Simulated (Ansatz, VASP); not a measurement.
One calculation of Ga, two programs

```
Ga
1.0
     1.38300   -4.02650    0.00000
     1.38300    4.02650    0.00000
    -0.11745    0.00000    3.23003
Ga
2
Cartesian
  1.3536 -2.9716 0.8075
  1.2949 2.9716 2.4225
```

Change from the starting cell: zz strain of -3 %.

Alike in both runs: task single point; functional PBEsol; k mesh 14 × 14 × 11; occupations fermi-dirac, width 0.03 eV; no spin polarisation.

```csv
,VASP,Ansatz
version,VASP 6.6.1,Ansatz 0.2.0
potentials or method,"VASP PAW PBE potentials, release 64 (Ga_d), cutoff 520 eV","all-electron LAPW, scalar-relativistic"
```

|  | VASP | Ansatz | Ansatz less VASP |
| --- | --- | --- | --- |
| pressure (GPa) | -0.1 | -0.1 | -0.04 |
| traceless stress, the component that is largest in VASP (GPa) | 0.60 | 0.61 | +0.013 |
| rms of the force components (eV/Å) | 0.130 | 0.130 | 0.0000 |

VASP's potentials were made for PBE, not for PBEsol. Atom by atom the forces differ by 0.000 eV/Å (rms over components). Ansatz ran all-electron here, and VASP with PAW potentials.
